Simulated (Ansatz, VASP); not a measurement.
**Al3O in VASP and in Ansatz**

File INCAR:

```
SYSTEM = Al3O
ALGO = Normal
DIPOL = 0.5 0.5 0.328
EDIFF = 1E-7
ENCUT = 520
GGA = CA
IDIPOL = 3
ISIF = 2
ISMEAR = 0
LASPH = .True.
LCHARG = .False.
LDIPOL = .True.
LREAL = .False.
LWAVE = .False.
NBANDS = 16
NELM = 80
PREC = Accurate
SIGMA = 0.1
```

The input KPOINTS:

```
k-points
0
Gamma
  9 9 1
  0 0 0
```

Contents of POSCAR:

```
Al3O
1.0
    2.8168432364      0.0000000000      0.0000000000
    0.0000000000      2.8168432364      0.0000000000
    0.0000000000      0.0000000000     21.1042970937
Al O
3 1
Direct
    0.5000000000      0.5000000000      0.1895348602
    0.0000000000      0.0000000000      0.2867549192
    0.5000000000      0.5000000000      0.3840117042
    0.6666666667      0.6666666667      0.4527180911
```

Input for Ansatz:

```yaml
crystal:
  lattice:
    - [2.8168432364, 0.0, 0.0]
    - [0.0, 2.8168432364, 0.0]
    - [0.0, 0.0, 21.1042970937]
  atoms:
    - { symbol: Al, position: [0.5, 0.5, 0.1895348602] }
    - { symbol: Al, position: [0.0, 0.0, 0.2867549192] }
    - { symbol: Al, position: [0.5, 0.5, 0.3840117042] }
    - { symbol: O, position: [0.6666666667, 0.6666666667, 0.4527180911] }
basis:
  ecutwfc: 420
kpoints:
  mp_grid: { grid: [9, 9, 1] }
hamiltonian:
  xc: lda
scf:
  occupations: { method: gaussian, width: 0.1 }
output:
  forces: true
  eigenvalues: true
efield:
  axis: 3
  dipole_correction: true
  ramp_width: 0.04
```

Alike in both runs: task single point; functional LDA; k mesh 9 × 9 × 1; occupations gaussian, width 0.1 eV; no spin polarisation.

|  | VASP | Ansatz |
| --- | --- | --- |
| version | VASP 6.6.1 | Ansatz 0.2.0 |
| potentials or method | VASP PAW LDA potentials, release 64 (Al, O), cutoff 520 eV | scalar-relativistic, plane waves, PAW |
| valence electrons in the cell | 15 | 15 |

VASP gave:

| Item | Value |
| --- | --- |
| gap on the k mesh at the Fermi level (eV) | none |
| rms of the force components (eV/Å) | 1.101 |

**Question.** Estimate Ansatz's values.

**Answer.** gap on the k mesh at the Fermi level (eV): none; rms of the force components (eV/Å): 1.002.

LDA's correlation is that of Perdew and Zunger in VASP and of Perdew and Wang (1992) in Ansatz. Atom by atom the forces differ by 0.129 eV/Å (rms over components). A gap of «none» marks a metal or a gap that the smearing closes.
